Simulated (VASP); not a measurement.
# Re (C2/c) in VASP: further runs

Re is run at these levels: PBE; tasks: single point.

All numbers are computed with VASP 6.6.1; they aren't measurements. Logs are shortened: lines on timing, memory, paths and dates and some standing lists are left out, and cuts for length are marked.

### Step 1. The cell of the first run

It takes space group C2/c (No. 15, monoclinic). The conventional cell has a = 2.765 Å, b = 4.790 Å, c = 4.474 Å, α = 90.00°, β = 90.86°, γ = 90.00°. Re (site symmetry 2) has 12 Re at 2.73 to 2.77 Å within 3.6 Å.

### Step 2. Single point, PBE (strain +0.0150 x Voigt [0, 0, 0, 0, 1, 0])

Contents of INCAR:

```
PREC = Accurate
ENCUT = 520
EDIFF = 1E-6
ISMEAR = 0
SIGMA = 0.15
LREAL = F
LASPH = T
NELM = 80
ALGO = Fast
ISIF = 2
LWAVE = F
LCHARG = T
GGA = PE
LELF = T
LVHAR = T
NBANDS = 14
```

Contents of KPOINTS:

```
Automatic mesh
0
Gamma
  21 21 12
```

Contents of POSCAR:

```
Re
1.0
    2.7653363785      0.0000000000      0.0207400228
   -1.3826681893      2.3948515538     -0.0103700114
    0.0335518247      0.0000000000      4.4735766300
Re
2
Direct
    0.3333333333      0.6666666667      0.2500000000
    0.6666666667      0.3333333333      0.7500000000
```

Potentials or basis: VASP PAW PBE potentials, release 64 (Re).

Command:

```
cat potpaw_PBE.64/Re/POTCAR > POTCAR
mpirun -np 1 vasp_std > vasp.out
```

OUTCAR:

```text
PREC = Accurate
   ENCUT = 520
   EDIFF = 1E-6
   ISMEAR = 0
   LREAL = F
   LASPH = T
   NELM = 80
   ISIF = 2
   GGA = PE

 ion  position               nearest neighbor table
   1  0.333  0.667  0.250-   2 2.73   2 2.73   2 2.75   2 2.75   2 2.77   2 2.77
   2  0.667  0.333  0.750-   1 2.73   1 2.73   1 2.75   1 2.75   1 2.77   1 2.77

  LATTYP: Found a base centered monoclinic cell.
 ALAT       =     2.7654141525
 B/A-ratio  =     1.7320020957
 C/A-ratio  =     1.6177332583
 COS(beta)  =    -0.0149991563

  Lattice vectors:

 A1 = (  -1.3826681893,   2.3948515538,  -0.0103700114)
 A2 = (  -1.3826681892,  -2.3948515538,  -0.0103700114)
 A3 = (   0.0335518247,   0.0000000000,   4.4735766300)

Analysis of symmetry for initial positions (statically):
=====================================================================
 Subroutine PRICEL returns:
 Original cell was already a primitive cell.

 Routine SETGRP: Setting up the symmetry group for a
 base centered monoclinic supercell.

 Subroutine GETGRP returns: Found  4 space group operations
 (whereof  2 operations were pure point group operations)
 out of a pool of  4 trial point group operations.

The static configuration has the point symmetry S_2 .
 The point group associated with its full space group is C_2h.

Analysis of symmetry for dynamics (positions and initial velocities):
=====================================================================
 Subroutine PRICEL returns:
 Original cell was already a primitive cell.

 Routine SETGRP: Setting up the symmetry group for a
 base centered monoclinic supercell.

 Subroutine GETGRP returns: Found  4 space group operations
 (whereof  2 operations were pure point group operations)
 out of a pool of  4 trial point group operations.

The dynamic configuration has the point symmetry S_2 .
 The point group associated with its full space group is C_2h.

 Subroutine INISYM returns: Found  4 space group operations
 (whereof  2 operations are pure point group operations),
 and found     1 'primitive' translations

----------------------------------------------------------------------------------------

                                     Primitive cell

  volume of cell :      29.6249

  direct lattice vectors                    reciprocal lattice vectors
     2.765336378  0.000000000  0.020740023     0.361640002  0.208781208 -0.002712300
    -1.382668189  2.394851554 -0.010370011     0.000000000  0.417562416  0.000000000
     0.033551825  0.000000000  4.473576630    -0.001676605 -0.000000000  0.223547362

  length of vectors
     2.765414152  2.765355822  4.473702448     0.417588841  0.417562416  0.223553649

  position of ions in fractional coordinates (direct lattice)
     0.333333333  0.666666667  0.250000000
     0.666666667  0.333333333  0.750000000

  ion indices of the primitive-cell ions
   primitive index   ion index
                 1           1
                 2           2

----------------------------------------------------------------------------------------

 KPOINTS: Automatic mesh

Automatic generation of k-mesh.
 Grid dimensions read from file:
 generate k-points for:   21   21   12

 Generating k-lattice:

  Cartesian coordinates                     Fractional coordinates (reciprocal lattice)
     0.017220952  0.009941962 -0.000129157     0.047619048 -0.000000000  0.000000000
     0.000000000  0.019883925  0.000000000     0.000000000  0.047619048  0.000000000
    -0.000139717 -0.000000000  0.018628947     0.000000000  0.000000000  0.083333333

  Length of vectors
     0.019885183  0.019883925  0.018629471

  Shift w.r.t. Gamma in fractional coordinates (k-lattice)
     0.000000000  0.000000000  0.000000000

 Subroutine IBZKPT returns following result:
 ===========================================

 Found   1397 irreducible k-points:

 Following reciprocal coordinates:
            Coordinates               Weight
  0.000000  0.000000  0.000000      1.000000
  0.047619  0.000000 -0.000000      4.000000
  0.095238 -0.000000 -0.000000      4.000000
  0.142857  0.000000  0.000000      4.000000
  0.190476 -0.000000 -0.000000      4.000000
  0.238095  0.000000 -0.000000      4.000000
[... 16 lines left out ...]
 -0.476190  0.047619  0.000000      4.000000
 -0.428571  0.047619  0.000000      4.000000
 [... further k-points ...]
   k-points           NKPTS =   1397   k-points in BZ     NKDIM =   1397   number of bands    NBANDS=     14
   number of dos      NEDOS =    301   number of ions     NIONS =      2
   total plane-waves  NPLWV =  20736
   dimension x,y,z NGX =    24 NGY =   24 NGZ =   36
   dimension x,y,z NGXF=    48 NGYF=   48 NGZF=   72
   ions per type =               2
   NGX,Y,Z   is equivalent  to a cutoff of  14.43, 14.43, 13.38 a.u.
   NGXF,Y,Z  is equivalent  to a cutoff of  28.86, 28.86, 26.76 a.u.
 SYSTEM =  unknown system
   PREC   = accura    normal or accurate (medium, high low for compatibility)
   ISTART =      0    job   : 0-new  1-cont  2-samecut
   ICHARG =      2    charge: 1-file 2-atom 10-const
   ISPIN  =      1    spin polarized calculation?
   LNONCOLLINEAR =      F non collinear calculations
   LSORBIT =      F    spin-orbit coupling
   LASPH  =      T    aspherical Exc in radial PAW
   ENCUT  =  520.0 eV  38.22 Ry    6.18 a.u.   5.14  5.14  8.32*2*pi/ulx,y,z
   NELM   =     80;   NELMIN=  2; NELMDL= -5     # of ELM steps
   EDIFF  = 0.1E-05   stopping-criterion for ELM
   LREAL  =      F    real-space projection
   EDIFFG = 0.1E-04   stopping-criterion for IOM
   NSW    =      0    number of steps for IOM
   IBRION =     -1    ionic relax: 0-MD 1-quasi-New 2-CG
   NFREE  =      0    steps in history (QN), initial steepest desc. (CG)
   ISIF   =      2    stress and relaxation
   ISYM   =      2    0-nonsym 1-usesym 2-fastsym
   POTIM  = 0.5000    time-step for ionic-motion
   TEBEG  =    0.0;   TEEND  =   0.0 temperature during run
   PSTRESS=    0.0 pullay stress
   NELECT =      14.0000    total number of electrons
   NUPDOWN=      -1.0000    fix difference up-down
   EMIN   =  10.00;   EMAX   =-10.00  energy-range for DOS
   EFERMI =   0.00;   METHOD = LEGACY
   ISMEAR =     0;   SIGMA  =   0.15  broadening in eV -4-tet -1-fermi 0-gaus
   EFERMI_NEDOS =   21; number of points for ismear=-14 and -15
   IALGO  =     68    algorithm
   IMIX   =      4    mixing-type and parameters
     AMIX     =   0.40;   BMIX     =  1.00
     AMIX_MAG =   1.60;   BMIX_MAG =  1.00
  volume/ion in A,a.u.               =      14.81        99.96
  Fermi-wavevector in a.u.,A,eV,Ry     =   1.275161  2.409706 22.123572  1.626037
  Thomas-Fermi vector in A             =   2.407889
   LORBIT       =      0    0 simple, 1 ext, 2 COOP (PROOUT), +10 PAW based schemes
   GGA     = PE    functional components
   LHFCALC =     F    Hartree Fock is set to
   AEXX    =    0.0000 exact exchange contribution
   IVDW    =     0    specifies the selected vdW correction
   LEPSILON=     F    determine dielectric tensor
   LRPA    =     F    only Hartree local field effects (RPA)
 non-spin polarized calculation
 RMM-DIIS sequential band-by-band and
 Gauss-broadening in eV      SIGMA  =   0.15
  energy-cutoff  :      520.00
  volume of cell :       29.62
 maximum number of plane-waves:       813
 NGX is ok and might be reduce to    24
   NGX = 11   NGY = 11   NGZ = 17

 number of electron      14.0000000 magnetization

 Free energy of the ion-electron system (eV)
  ---------------------------------------------------
  ext. energy  EPLUGINS =         0.00000000
  ---------------------------------------------------
  free energy    TOTEN  =       -24.85440285 eV

  energy without entropy =      -24.83606655  energy(sigma->0) =      -24.84523470

 E-fermi :   7.8031     XC(G=0): -13.6933

 val. band max:        7.8022852057   @ k =  -0.4286   0.4762   0.1667
 cond. band min:       7.8041200386   @ k =  -0.2381   0.0476   0.3333
 fundamental gap:      0.0018348329
 Fermi energy:         7.8030899114

 k-point     1 :       0.0000    0.0000    0.0000
  band No.  band energies     occupation
      1      -2.0171      2.00000
      2       1.2282      2.00000
      3       6.2155      2.00000
      4       6.2464      2.00000
      5       6.2468      2.00000
      6       7.0664      2.00000
      7       7.0680      2.00000
      8       8.0089      0.05233
      9       8.0151      0.04567
     10       8.3880      0.00000
     11      11.1329      0.00000
     12      11.1367      0.00000
     13      17.7173      0.00000
     14      21.9537      0.00000

 k-point     2 :       0.0476    0.0000   -0.0000
  band No.  band energies     occupation
      1      -1.9243      2.00000
      2       1.3161      2.00000
      3       5.9290      2.00000
      4       6.3311      2.00000
      5       6.5009      2.00000
      6       6.9981      2.00000
      7       7.1475      2.00000
      8       7.8345      0.76679
      9       7.9379      0.20384
     10       8.1303      0.00204
     11      11.1852      0.00000
     12      11.5756      0.00000
     13      17.7133      0.00000
     14      22.1608      0.00000

 k-point     3 :       0.0952   -0.0000   -0.0000
  band No.  band energies     occupation
      1      -1.6515      2.00000
      2       1.5681      2.00000
      3       5.5783      2.00000
      4       6.5829      2.00000
      5       6.7145      2.00000
      6       6.8703      2.00000
      7       7.1161      2.00000
      8       7.3845      1.99992
      9       7.7417      1.43755
     10       7.9257      0.24764
     11      11.3141      0.00000
     12      12.5280      0.00000
     13      17.6854      0.00000
     14      22.7470      0.00000
[... 324 lines left out ...]
 k-point    23 :      -0.4762    0.0476    0.0000
  band No.  band energies     occupation
      1       1.9426      2.00000
      2       2.0982      2.00000
      3       2.6785      2.00000
      4       5.8637      2.00000
      5       5.8919      2.00000
      6       6.4377      2.00000
      7       7.1747      2.00000
      8      11.5576      0.00000
      9      11.7679      0.00000
     10      12.0550      0.00000
     11      13.0324      0.00000
     12      15.9552      0.00000
     13      17.6539      0.00000
     14      19.9877      0.00000

 k-point    24 :      -0.4286    0.0476    0.0000
  band No.  band energies     occupation
      1       1.8098      2.00000
      2       2.2086      2.00000
      3       2.8869      2.00000
      4       5.5371      2.00000
      5       5.9676      2.00000
      6       6.5396      2.00000
      7       6.9798      2.00000
      8      10.9639      0.00000
      9      11.0970      0.00000
     10      12.0274      0.00000
     11      12.0425      0.00000
     12      17.1007      0.00000
     13      17.5590      0.00000
     14      19.6124      0.00000

 [... further k-points ...]

------------------------ aborting loop because EDIFF is reached ----------------------------------------

  FORCE on cell =-STRESS in cart. coord.  units (eV):
  Direction    XX          YY          ZZ          XY          YZ          ZX
  --------------------------------------------------------------------------------------
  -------------------------------------------------------------------------------------
  Total        0.6215919      0.6257504      0.4398292     -0.0000000      0.0000000     -0.4510938
  in kB       33.6169950     33.8418955     23.7868858     -0.0000000      0.0000000    -24.3961015
  external PRESSURE =      30.4152588 kB  Pullay stress =       0.0000000 kB

 VOLUME and BASIS-vectors are now :
 -----------------------------------------------------------------------------
  energy-cutoff  :      520.00
  volume of cell :       29.62
      direct lattice vectors                 reciprocal lattice vectors
     2.765336378  0.000000000  0.020740023     0.361640002  0.208781208 -0.002712300
    -1.382668189  2.394851554 -0.010370011     0.000000000  0.417562416  0.000000000
     0.033551825  0.000000000  4.473576630    -0.001676605 -0.000000000  0.223547362

 POSITION                                       TOTAL-FORCE (eV/Angst)
 -----------------------------------------------------------------------------------
      0.00839      1.59657      1.11839        -0.000000      0.001017      0.000000
      1.40783      0.79828      3.36555         0.000000     -0.001017     -0.000000
 -----------------------------------------------------------------------------------
    total drift:                               -0.000000      0.000000     -0.000000

  FREE ENERGIE OF THE ION-ELECTRON SYSTEM (eV)
  ---------------------------------------------------
  free  energy   TOTEN  =       -24.8544028457 eV

  energy  without entropy=      -24.8360665492  energy(sigma->0) =      -24.84523470
```

Wall time 6.4 min (1 thread of Intel Xeon Platinum 8488C (Sapphire Rapids), shared host); peak memory 0.59 GiB.

What came out:

```
Free energy            : -24.8544 eV
Pressure               : 3.0 GPa
Band gap on the k mesh : zero (bands 7 and 8 overlap by 3.19 eV)
```

Stress tensor (GPa, compression positive):
```
 3.36  0.00 -2.44
 0.00  3.38  0.00
-2.44  0.00  2.38
```

Caveat: the cell differs from its parent crystal (strain +0.0150 x Voigt [0, 0, 0, 0, 1, 0]); the cell stands under pressure; spin-orbit coupling is left out, which moves the levels of the heavy elements.

### Step 3. Single point, PBE (strain -0.0100 x Voigt [0, 0, 0, 0, 1, 0])

Contents of INCAR:

```
PREC     = Accurate       # precision mode
ENCUT    = 520            # plane-wave cutoff, eV
EDIFF    = 1E-6           # SCF threshold, eV
ISMEAR   = 0              # smearing method
SIGMA    = 0.15           # smearing width, eV
LREAL    = False          # projectors in reciprocal space
LASPH    = True           # aspherical terms in the spheres
NELM     = 100            # most SCF steps
ALGO     = Fast           # electronic algorithm
ISIF     = 2              # what is computed and relaxed
LWAVE    = False          # write WAVECAR
LCHARG   = False          # write CHGCAR
GGA      = PE             # functional
NBANDS   = 14             # bands
```

KPOINTS is that of step 2.

Contents of POSCAR:

```
Re
1.0
    2.7653363785      0.0000000000     -0.0138266819
   -1.3826681893      2.3948515538      0.0069133409
   -0.0223678832      0.0000000000      4.4735766300
Re
2
Direct
    0.3333333333      0.6666666667      0.2500000000
    0.6666666667      0.3333333333      0.7500000000
```

Potentials or basis: VASP PAW PBE potentials, release 64 (Re).

Command:

```
cat potpaw_PBE.64/Re/POTCAR > POTCAR
mpirun -np 1 vasp_std > vasp.out
```

It took 6.1 min on 1 thread of Intel Xeon Platinum 8488C (Sapphire Rapids), shared host; peak memory 0.59 GiB.

It converged, with:

```
Free energy            : -24.8563 eV
Pressure               : 3.0 GPa
Band gap on the k mesh : zero (bands 7 and 8 overlap by 3.20 eV)
```

Stress tensor (GPa, compression positive):
```
3.34 0.00 1.63
0.00 3.35 0.00
1.63 0.00 2.33
```

Levels at points of the mesh, in eV from the Fermi level:
| k point | band 4 | band 5 | band 6 | band 7 | band 8 | band 9 | band 10 | band 11 |
| --- | --- | --- | --- | --- | --- | --- | --- | --- |
| (0.00, 0.00, 0.00) | -1.56 | -1.56 | -0.73 | -0.73 | 0.21 | 0.21 | 0.59 | 3.33 |
| (0.00, 0.00, 0.50) | -2.37 | -1.69 | -1.69 | -1.67 | -1.67 | 2.45 | 2.45 | 2.59 |

Caveat: the cell differs from its parent crystal (strain -0.0100 x Voigt [0, 0, 0, 0, 1, 0]); the cell stands under pressure; spin-orbit coupling is left out, which moves the levels of the heavy elements.

(Continued in part 2 of 2.)
